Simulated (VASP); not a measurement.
# HgTe (Cmcm) in VASP: further runs

Runs on HgTe. Level: PBEsol. Tasks: single point, relaxation of cell and atoms.

Program: VASP 6.6.1. These are calculated values, not measurements. Logs are shortened: lines on timing, memory, paths and dates and some standing lists are left out, and cuts for length are marked.

**1. The cell of the first run**

The structure is orthorhombic, space group Cmcm (No. 63). The conventional cell has a = 5.706 Å, b = 6.352 Å, c = 5.165 Å, α = 90.00°, β = 90.00°, γ = 90.00°. Within 3.8 Å of Hg (site symmetry m2m) lie 6 Te at 2.86 to 3.40 Å and 2 Hg at 3.02 Å. Within 3.8 Å of Te (site symmetry m2m) lie 6 Hg at 2.86 to 3.40 Å and 2 Te at 3.26 Å.

**2. Single point, PBEsol**

INCAR reads:

```
ALGO = Normal
EDIFF = 1E-7
ENCUT = 520
GGA = PS
ISIF = 2
ISMEAR = -1
LASPH = T
LCHARG = T
LELF = T
LREAL = F
LVHAR = T
LWAVE = F
NBANDS = 26
NELM = 100
PREC = Accurate
SIGMA = 0.05
```

KPOINTS reads:

```
k-points
0
Gamma
  6 6 5
```

POSCAR reads:

```
HgTe
1.0
    2.8530446814     -3.1758802980      0.0000000000
    2.8530446814      3.1758802980      0.0000000000
    0.0000000000      0.0000000000      5.1650054655
Hg Te
2 2
Direct
    0.6225059927      0.3774940073      0.2500000000
    0.3774940073      0.6225059927      0.7500000000
    0.1571668804      0.8428331196      0.2500000000
    0.8428331196      0.1571668804      0.7500000000
```

Potentials or basis: VASP PAW PBE potentials, release 64 (Hg, Te).

Launch:

```sh
$ cat potpaw_PBE.64/Hg/POTCAR potpaw_PBE.64/Te/POTCAR > POTCAR
$ mpirun -np 1 vasp_std > vasp.out
```

OUTCAR:

```text
EDIFF = 1E-7
   ENCUT = 520
   GGA = PS
   ISIF = 2
   ISMEAR = -1
   LASPH = T
   LREAL = F
   NELM = 100
   PREC = Accurate

 ion  position               nearest neighbor table
   1  0.623  0.377  0.250-   3 2.86   3 2.86   4 2.94   4 2.94   3 2.96   2 3.02   2 3.02   3 3.40

   2  0.377  0.623  0.750-   4 2.86   4 2.86   3 2.94   3 2.94   4 2.96   1 3.02   1 3.02   4 3.40

   3  0.157  0.843  0.250-   1 2.86   1 2.86   2 2.94   2 2.94   1 2.96   4 3.26   4 3.26   1 3.40

   4  0.843  0.157  0.750-   2 2.86   2 2.86   1 2.94   1 2.94   2 2.96   3 3.26   3 3.26   2 3.40

  LATTYP: Found a base centered orthorhombic cell.
 ALAT       =     5.7060893628
 B/A-ratio  =     1.1131547707
 C/A-ratio  =     0.9051743036

  Lattice vectors:

 A1 = (   2.8530446814,  -3.1758802980,   0.0000000000)
 A2 = (   2.8530446814,   3.1758802980,   0.0000000000)
 A3 = (   0.0000000000,   0.0000000000,   5.1650054655)

Analysis of symmetry for initial positions (statically):
=====================================================================
 Subroutine PRICEL returns:
 Original cell was already a primitive cell.

 Routine SETGRP: Setting up the symmetry group for a
 base centered orthorhombic supercell.

 Subroutine GETGRP returns: Found  8 space group operations
 (whereof  4 operations were pure point group operations)
 out of a pool of  8 trial point group operations.

The static configuration has the point symmetry C_2h.
 The point group associated with its full space group is D_2h.

Analysis of symmetry for dynamics (positions and initial velocities):
=====================================================================
 Subroutine PRICEL returns:
 Original cell was already a primitive cell.

 Routine SETGRP: Setting up the symmetry group for a
 base centered orthorhombic supercell.

 Subroutine GETGRP returns: Found  8 space group operations
 (whereof  4 operations were pure point group operations)
 out of a pool of  8 trial point group operations.

The dynamic configuration has the point symmetry C_2h.
 The point group associated with its full space group is D_2h.

 Subroutine INISYM returns: Found  8 space group operations
 (whereof  4 operations are pure point group operations),
 and found     1 'primitive' translations

----------------------------------------------------------------------------------------

                                     Primitive cell

  volume of cell :      93.5995

  direct lattice vectors                    reciprocal lattice vectors
     2.853044681 -3.175880298  0.000000000     0.175251374 -0.157436664  0.000000000
     2.853044681  3.175880298  0.000000000     0.175251374  0.157436664  0.000000000
     0.000000000  0.000000000  5.165005466     0.000000000  0.000000000  0.193610637

  length of vectors
     4.269201286  4.269201286  5.165005466     0.235582994  0.235582994  0.193610637

  position of ions in fractional coordinates (direct lattice)
     0.622505993  0.377494007  0.250000000
     0.377494007  0.622505993  0.750000000
     0.157166880  0.842833120  0.250000000
     0.842833120  0.157166880  0.750000000

  ion indices of the primitive-cell ions
   primitive index   ion index
                 1           1
                 2           2
                 3           3
                 4           4

----------------------------------------------------------------------------------------

 KPOINTS: k-points

Automatic generation of k-mesh.
 Grid dimensions read from file:
 generate k-points for:    6    6    5

 Generating k-lattice:

  Cartesian coordinates                     Fractional coordinates (reciprocal lattice)
     0.029208562 -0.026239444  0.000000000     0.166666667  0.000000000  0.000000000
     0.029208562  0.026239444  0.000000000     0.000000000  0.166666667  0.000000000
     0.000000000  0.000000000  0.038722127     0.000000000  0.000000000  0.200000000

  Length of vectors
     0.039263832  0.039263832  0.038722127

  Shift w.r.t. Gamma in fractional coordinates (k-lattice)
     0.000000000  0.000000000  0.000000000

 Subroutine IBZKPT returns following result:
 ===========================================

 Found     39 irreducible k-points:

 Following reciprocal coordinates:
            Coordinates               Weight
  0.000000  0.000000  0.000000      1.000000
  0.166667  0.000000  0.000000      4.000000
  0.333333  0.000000  0.000000      4.000000
  0.500000  0.000000  0.000000      2.000000
  0.166667  0.166667  0.000000      2.000000
  0.333333  0.166667  0.000000      4.000000
[... 16 lines left out ...]
  0.333333  0.333333  0.200000      4.000000
  0.500000  0.333333  0.200000      8.000000
 [... further k-points ...]
   k-points           NKPTS =     39   k-points in BZ     NKDIM =     39   number of bands    NBANDS=     26
   number of dos      NEDOS =    301   number of ions     NIONS =      4
   total plane-waves  NPLWV =  40960
   dimension x,y,z NGX =    32 NGY =   32 NGZ =   40
   dimension x,y,z NGXF=    64 NGYF=   64 NGZF=   80
   ions per type =               2   2
   NGX,Y,Z   is equivalent  to a cutoff of  12.46, 12.46, 12.87 a.u.
   NGXF,Y,Z  is equivalent  to a cutoff of  24.92, 24.92, 25.75 a.u.
 SYSTEM =  unknown system
   PREC   = accura    normal or accurate (medium, high low for compatibility)
   ISTART =      0    job   : 0-new  1-cont  2-samecut
   ICHARG =      2    charge: 1-file 2-atom 10-const
   ISPIN  =      1    spin polarized calculation?
   LNONCOLLINEAR =      F non collinear calculations
   LSORBIT =      F    spin-orbit coupling
   LASPH  =      T    aspherical Exc in radial PAW
   ENCUT  =  520.0 eV  38.22 Ry    6.18 a.u.   7.94  7.94  9.60*2*pi/ulx,y,z
   NELM   =    100;   NELMIN=  2; NELMDL= -5     # of ELM steps
   EDIFF  = 0.1E-06   stopping-criterion for ELM
   LREAL  =      F    real-space projection
   EDIFFG = 0.1E-05   stopping-criterion for IOM
   NSW    =      0    number of steps for IOM
   IBRION =     -1    ionic relax: 0-MD 1-quasi-New 2-CG
   NFREE  =      0    steps in history (QN), initial steepest desc. (CG)
   ISIF   =      2    stress and relaxation
   ISYM   =      2    0-nonsym 1-usesym 2-fastsym
   POTIM  = 0.5000    time-step for ionic-motion
   TEBEG  =    0.0;   TEEND  =   0.0 temperature during run
   PSTRESS=    0.0 pullay stress
   NELECT =      36.0000    total number of electrons
   NUPDOWN=      -1.0000    fix difference up-down
   EMIN   =  10.00;   EMAX   =-10.00  energy-range for DOS
   EFERMI =   0.00;   METHOD = LEGACY
   ISMEAR =    -1;   SIGMA  =   0.05  broadening in eV -4-tet -1-fermi 0-gaus
   EFERMI_NEDOS =   21; number of points for ismear=-14 and -15
   IALGO  =     38    algorithm
   IMIX   =      4    mixing-type and parameters
     AMIX     =   0.40;   BMIX     =  1.00
     AMIX_MAG =   1.60;   BMIX_MAG =  1.00
  volume/ion in A,a.u.               =      23.40       157.91
  Fermi-wavevector in a.u.,A,eV,Ry     =   1.190560  2.249832 19.285338  1.417432
  Thomas-Fermi vector in A             =   2.326642
   LORBIT       =      0    0 simple, 1 ext, 2 COOP (PROOUT), +10 PAW based schemes
   GGA     = PS    functional components
   LHFCALC =     F    Hartree Fock is set to
   AEXX    =    0.0000 exact exchange contribution
   IVDW    =     0    specifies the selected vdW correction
   LEPSILON=     F    determine dielectric tensor
   LRPA    =     F    only Hartree local field effects (RPA)
 non-spin polarized calculation
  energy-cutoff  :      520.00
  volume of cell :       93.60
 maximum number of plane-waves:      2548
   NGX = 15   NGY = 15   NGZ = 19

 number of electron      36.0000004 magnetization

 Free energy of the ion-electron system (eV)
  ---------------------------------------------------
  ext. energy  EPLUGINS =         0.00000000
  ---------------------------------------------------
  free energy    TOTEN  =        -7.89664375 eV

  energy without entropy =       -7.88531911  energy(sigma->0) =       -7.89098143

 E-fermi :   6.8298     XC(G=0): -11.0275

 val. band max:        6.7768840020   @ k =   0.5000   0.0000   0.4000
 cond. band min:       6.8327078806   @ k =   0.5000   0.0000   0.0000
 fundamental gap:      0.0558238787
 Fermi energy:         6.8297854867

 k-point     1 :       0.0000    0.0000    0.0000
  band No.  band energies     occupation
      1      -6.9940      2.00000
      2      -4.6207      2.00000
      3      -1.3023      2.00000
      4      -1.1661      2.00000
      5      -0.9422      2.00000
      6      -0.8725      2.00000
[... 18 lines left out ...]
     25      13.7859      0.00000
     26      14.3073      0.00000

 k-point     2 :       0.1667    0.0000    0.0000
  band No.  band energies     occupation
      1      -6.8040      2.00000
      2      -4.5911      2.00000
      3      -1.3616      2.00000
      4      -1.1852      2.00000
      5      -1.0434      2.00000
      6      -0.8793      2.00000
[... 18 lines left out ...]
     25      13.5056      0.00000
     26      14.2651      0.00000

 k-point     3 :       0.3333    0.0000    0.0000
  band No.  band energies     occupation
      1      -6.2976      2.00000
      2      -4.6587      2.00000
      3      -1.4667      2.00000
      4      -1.2308      2.00000
      5      -1.2304      2.00000
      6      -1.1247      2.00000
[... 18 lines left out ...]
     25      13.3316      0.00000
     26      13.8657      0.00000

 k-point     4 :       0.5000    0.0000    0.0000
  band No.  band energies     occupation
      1      -5.8777      2.00000
      2      -4.8817      2.00000
      3      -1.5195      2.00000
      4      -1.4864      2.00000
      5      -1.2652      2.00000
      6      -1.1197      2.00000
[... 18 lines left out ...]
     25      12.9954      0.00000
     26      13.0412      0.00000
[... 496 lines left out ...]
      1      -6.4928      2.00000
      2      -4.8492      2.00000
      3      -1.5284      2.00000
      4      -1.2640      2.00000
      5      -1.0046      2.00000
      6      -0.9600      2.00000
[... 18 lines left out ...]
     25      13.9834      0.00000
     26      14.2128      0.00000

 k-point    23 :       0.3333    0.3333    0.2000
  band No.  band energies     occupation
      1      -5.7104      2.00000
      2      -4.7816      2.00000
      3      -1.3541      2.00000
      4      -1.2618      2.00000
      5      -1.2536      2.00000
      6      -1.0376      2.00000
[... 18 lines left out ...]
     25      14.6296      0.00000
     26      14.7483      0.00000

 k-point    24 :       0.5000    0.3333    0.2000
  band No.  band energies     occupation
      1      -5.6082      2.00000
      2      -4.9631      2.00000
      3      -1.4693      2.00000
      4      -1.1787      2.00000
      5      -1.0627      2.00000
      6      -0.9062      2.00000
[... 18 lines left out ...]
     25      15.2741      0.00000
     26      15.7924      0.00000

 [... further k-points ...]
[... 5 lines left out ...]
  --------------------------------------------------------------------------------------
  -------------------------------------------------------------------------------------
  Total        6.0796883      6.0088782      6.0750269      0.0000000      0.0000000      0.0000000
  in kB      104.0682900    102.8562060    103.9884980      0.0000000      0.0000000      0.0000000
  external PRESSURE =     103.6376647 kB  Pullay stress =       0.0000000 kB

 VOLUME and BASIS-vectors are now :
 -----------------------------------------------------------------------------
  energy-cutoff  :      520.00
  volume of cell :       93.60
      direct lattice vectors                 reciprocal lattice vectors
     2.853044681 -3.175880298  0.000000000     0.175251374 -0.157436664  0.000000000
     2.853044681  3.175880298  0.000000000     0.175251374  0.157436664  0.000000000
     0.000000000  0.000000000  5.165005466     0.000000000  0.000000000  0.193610637

 POSITION                                       TOTAL-FORCE (eV/Angst)
 -----------------------------------------------------------------------------------
      2.85304     -0.77813      1.29125         0.000000     -0.013184     -0.000000
      2.85304      0.77813      3.87375         0.000000      0.013184      0.000000
      2.85304      2.17759      1.29125         0.000000      0.026021      0.000000
      2.85304     -2.17759      3.87375         0.000000     -0.026021      0.000000
 -----------------------------------------------------------------------------------
    total drift:                                0.000000      0.000000     -0.000000

  FREE ENERGIE OF THE ION-ELECTRON SYSTEM (eV)
  ---------------------------------------------------
  free  energy   TOTEN  =        -7.8966437458 eV

  energy  without entropy=       -7.8853191094  energy(sigma->0) =       -7.89098143
```

It took 73 s on 1 thread of Intel Xeon Platinum 8488C (Sapphire Rapids), shared host; peak memory 0.24 GiB.

Results:

```yaml
Free_energy: -7.8966 eV
Pressure: 10.4 GPa
Largest_force: 0.026 eV/Å
Band_gap_on_the_k_mesh: zero (bands 18 and 19 overlap by 1.92 eV)
```

Forces in eV/Å, atoms in the order of the input:
```
Hg   0.000 -0.013  0.000
Hg   0.000  0.013  0.000
Te   0.000  0.026  0.000
Te   0.000 -0.026  0.000
```

Stress tensor (GPa, compression positive):
```
10.41  0.00  0.00
 0.00 10.29  0.00
 0.00  0.00 10.40
```

Caveat: the cell stands under pressure; the PAW data sets were made with another functional, which shifts forces and pressure a little; spin-orbit coupling is left out, which moves the levels of the heavy elements.

**3. Single point, PBEsol**

This run uses another cell than the first one, of 24.73 Å³/atom.

INCAR reads:

```
SYSTEM = HgTe
PREC = Accurate ; ENCUT = 520
EDIFF = 1E-7 ; ISMEAR = -1
SIGMA = 0.05 ; LREAL = .FALSE.
LASPH = .TRUE. ; NELM = 80
ALGO = Normal ; ISIF = 2
LWAVE = .FALSE. ; LCHARG = .FALSE.
GGA = PS ; NBANDS = 26
```

KPOINTS reads:

```
regular mesh
0
G
  6 6 5
  0 0 0
```

POSCAR reads:

```
HgTe
1.0
    2.8986791672     -3.2397903258      0.0000000000
    2.8986791672      3.2397903258      0.0000000000
    0.0000000000      0.0000000000      5.2675384795
Hg Te
2 2
Direct
    0.6265993874      0.3734006126      0.2500000000
    0.3734006126      0.6265993874      0.7500000000
    0.1637558310      0.8362441690      0.2500000000
    0.8362441690      0.1637558310      0.7500000000
```

Potentials or basis: VASP PAW PBE potentials, release 64 (Hg, Te).

Launch:

```sh
$ cat potpaw_PBE.64/Hg/POTCAR potpaw_PBE.64/Te/POTCAR > POTCAR
$ mpirun -np 1 vasp_std > vasp.out
```

OUTCAR:

```text
SYSTEM = HgTe
   PREC = Accurate
   ENCUT = 520
   EDIFF = 1E-7
   ISMEAR = -1
   LREAL = .FALSE.
   LASPH = .TRUE.
   NELM = 80
   ISIF = 2
   GGA = PS

 ion  position               nearest neighbor table
   1  0.627  0.373  0.250-   3 2.91   3 2.91   4 2.96   4 2.96   3 3.00   2 3.10   2 3.10   3 3.48

   2  0.373  0.627  0.750-   4 2.91   4 2.91   3 2.96   3 2.96   4 3.00   1 3.10   1 3.10   4 3.48

   3  0.164  0.836  0.250-   1 2.91   1 2.91   2 2.96   2 2.96   1 3.00   4 3.38   4 3.38   1 3.48

[... 901 lines left out ...]
  --------------------------------------------------------------------------------------
  -------------------------------------------------------------------------------------
  Total        3.2753867      3.2235395      3.2613254      0.0000000      0.0000000      0.0000000
  in kB       53.0418182     52.2022010     52.8141085      0.0000000      0.0000000      0.0000000
  external PRESSURE =      52.6860425 kB  Pullay stress =       0.0000000 kB

 VOLUME and BASIS-vectors are now :
 -----------------------------------------------------------------------------
  energy-cutoff  :      520.00
  volume of cell :       98.94
      direct lattice vectors                 reciprocal lattice vectors
     2.898679167 -3.239790326  0.000000000     0.172492356 -0.154330975  0.000000000
     2.898679167  3.239790326  0.000000000     0.172492356  0.154330975  0.000000000
     0.000000000  0.000000000  5.267538479     0.000000000  0.000000000  0.189841992

 POSITION                                       TOTAL-FORCE (eV/Angst)
 -----------------------------------------------------------------------------------
      2.89868     -0.82031      1.31688         0.000000     -0.006906     -0.000000
      2.89868      0.82031      3.95065         0.000000      0.006906      0.000000
      2.89868      2.17872      1.31688         0.000000      0.025521     -0.000000
      2.89868     -2.17872      3.95065         0.000000     -0.025521     -0.000000
 -----------------------------------------------------------------------------------
    total drift:                                0.000000     -0.000000     -0.000000

  FREE ENERGIE OF THE ION-ELECTRON SYSTEM (eV)
  ---------------------------------------------------
  free  energy   TOTEN  =        -8.1515507932 eV

  energy  without entropy=       -8.1375713452  energy(sigma->0) =       -8.14456107
```

stdout:

```text
POSCAR found type information on POSCAR HgTe
 POSCAR found :  2 types and       4 ions
 scaLAPACK will be used
 -----------------------------------------------------------------------------
|                                                                             |
|                                                                             |
|     You enforced a specific xc type in the INCAR file but a different       |
|     I HOPE YOU KNOW WHAT YOU ARE DOING!                                     |
|                                                                             |
 -----------------------------------------------------------------------------

 LDA part: xc-table for (Slater+PW92), standard interpolation
 POSCAR, INCAR and KPOINTS ok, starting setup
 FFT: planning ... GRIDC
 FFT: planning ... GRID_SOFT
 FFT: planning ... GRID
 WAVECAR not read
 entering main loop
```

It took 57 s on 1 thread of Intel Xeon Platinum 8488C (Sapphire Rapids), shared host; peak memory 0.24 GiB.

Results:

| Quantity | Value |
| --- | --- |
| Free energy | -8.1516 eV |
| Pressure | 5.3 GPa |
| Largest force | 0.026 eV/Å |
| Band gap on the k mesh | zero (bands 18 and 19 overlap by 1.86 eV) |

Forces in eV/Å, atoms in the order of the input:
```
Hg   0.000 -0.007  0.000
Hg   0.000  0.007  0.000
Te   0.000  0.026  0.000
Te   0.000 -0.026  0.000
```

Levels at points of the mesh, in eV from the Fermi level:
| k point | band 16 | band 17 | band 18 | band 19 | band 20 | band 21 |
| --- | --- | --- | --- | --- | --- | --- |
| (0.00, 0.00, 0.00) | -2.76 | -2.10 | -0.45 | 0.37 | 0.48 | 4.34 |
| (0.50, 0.00, 0.00) | -2.40 | -1.56 | 0.01 | 1.21 | 1.49 | 2.99 |
| (0.50, 0.50, 0.00) | -2.77 | -2.18 | -2.12 | -1.32 | -0.82 | 1.85 |

Caveat: the cell stands under pressure; the PAW data sets were made with another functional, which shifts forces and pressure a little; spin-orbit coupling is left out, which moves the levels of the heavy elements.

(Continued in part 2 of 2.)
